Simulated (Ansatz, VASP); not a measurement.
# GaAs: VASP beside Ansatz

```
Ga As
1.0
     0.00000    2.83309    2.83309
     2.83309    0.00000    2.83309
     2.83309    2.83309    0.00000
Ga As
1 1
Cartesian
  0.0000 0.0000 0.0000
  1.4165 1.4165 1.4165
```

Alike in both runs: task single point; functional PBE0; k mesh 4 × 4 × 4; no spin polarisation.

|  | VASP | Ansatz |
| --- | --- | --- |
| version | VASP 6.6.1 | Ansatz 0.2.0 |
| potentials or method | VASP PAW PBE potentials, release 64 (Ga_d, As) | plane waves |
| plane-wave cutoff (eV) | 520 | 420 |
| occupations | gaussian, width 0.01 eV | fixed |
| valence electrons in the cell | 18 | 28 |

Ansatz gave:

- gap on the k mesh at the Fermi level (eV): 2.07
- pressure (GPa): 0.7

Question: Estimate VASP's values.

Answer: gap on the k mesh at the Fermi level (eV): 2.12; pressure (GPa): 0.5.

VASP's potentials hold 18 valence electrons a cell and Ansatz's 28, so a difference there can come from the potentials and not from the codes. Ansatz's warnings: stress exchange threshold loose, stress scf threshold loose.

The k mesh is coarse, so the values compare programs but aren't converged.
